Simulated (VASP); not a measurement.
LiGeN: single point with PBE

LiGeN:

```
Li Ge N
1.0
     3.14270    0.00000    0.00000
    -1.57135    2.72165    0.00000
     0.00000    0.00000    9.24071
Li Ge N
2 2 2
Direct
  0.66667 0.33333 0.74230
  0.33333 0.66667 0.24230
  0.00000 0.00000 0.49993
  0.00000 0.00000 0.99993
  0.33333 0.66667 0.60241
  0.66667 0.33333 0.10241
```

This cell differs from its parent crystal: epitaxial xy strain +5.2%.

- Program: VASP 6.6.1
- Task: single point
- Functional: PBE
- Potentials or basis: VASP PAW PBE potentials, release 64 (Li_sv, Ge_d, N)
- Cutoff: 520 eV
- k mesh: 12 × 12 × 4
- Occupations: fermi-dirac, width 0.02 eV
- Spin: no spin polarisation
- Dipole correction: no
- Further INCAR settings: ALGO = Normal; EDIFF = 1e-06; NBANDS = 31

| Item | Value |
| --- | --- |
| Largest force | 0.388 eV/Å |
| Band gap on the k mesh | 1.05 eV (least direct gap 1.76 eV) |

Forces on the atoms (eV/Å):
```
Li   0.000  0.000  0.042
Li   0.000  0.000  0.042
Ge   0.000  0.000 -0.388
Ge   0.000  0.000 -0.388
N    0.000  0.000  0.346
N    0.000  0.000  0.346
```

Levels at points of the mesh, in eV from the valence-band top:
| k point | band 18 | band 19 | band 20 | band 21 | band 22 | band 23 | band 24 | band 25 | band 26 | band 27 |
| --- | --- | --- | --- | --- | --- | --- | --- | --- | --- | --- |
| (0.00, 0.00, 0.00) | -1.74 | -1.74 | -1.74 | -1.74 | -0.20 | 1.55 | 2.22 | 6.83 | 6.83 | 6.99 |
| (0.50, 0.00, 0.00) | -3.93 | -3.22 | -3.16 | -1.29 | -1.17 | 1.05 | 1.89 | 4.23 | 4.48 | 5.79 |
| (0.00, 0.00, 0.50) | -1.74 | -1.74 | -1.74 | -1.34 | -1.34 | 2.01 | 2.01 | 6.90 | 6.90 | 6.90 |
| (0.50, 0.00, 0.50) | -3.93 | -3.19 | -3.19 | -1.33 | -1.33 | 1.54 | 1.54 | 4.46 | 4.46 | 6.47 |

It took 71 s on 1 thread of Intel(R) Xeon(R) 6975P-C (Granite Rapids) (shared host), peak memory 0.26 GiB.

Caveat: the cell differs from its parent crystal (epitaxial xy strain +5.2%). A k mesh can miss the band edges.
